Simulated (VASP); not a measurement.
Here is a VASP 6.6.1 calculation.

Contents of INCAR:

```
SYSTEM = Pb
PREC = Accurate
ENCUT = 520
EDIFF = 1E-6
ISMEAR = 0
SIGMA = 0.15
LREAL = .FALSE.
LASPH = .TRUE.
NELM = 100
ALGO = Fast
ISIF = 2
LWAVE = .FALSE.
LCHARG = .TRUE.
GGA = PS
LELF = .TRUE.
LVHAR = .TRUE.
NBANDS = 21
```

KPOINTS

```
regular mesh
0
G
  12 12 12
  0 0 0
```

Contents of POSCAR:

```
Pb
1.0
    0.0000000000      3.4390000555      3.6109500583
    3.4390000555      0.0000000000      3.6109500583
    3.4390000555      3.4390000555      0.0000000000
Pb
2
Direct
    0.5000000000      0.5000000000      0.5000000000
    0.7500000000      0.7500000000      0.7500000000
```

Potentials or basis: VASP PAW PBE potentials, release 64 (Pb_d).

Run with:

```console
$ cat potpaw_PBE.64/Pb_d/POTCAR > POTCAR
$ mpirun -np 1 vasp_std > vasp.out
```

(1) Estimate the band gap on the k mesh.

(2) Estimate the pressure.

Results:

(1) zero (bands 14 and 15 overlap by 1.02 eV).

(2) -1.0 GPa.

Caveat: the cell differs from its parent crystal (strain +0.000 along x and y, +0.050 along z); the PAW data sets were made with another functional, which shifts forces and pressure a little; spin-orbit coupling is left out, which moves the levels of the heavy elements.
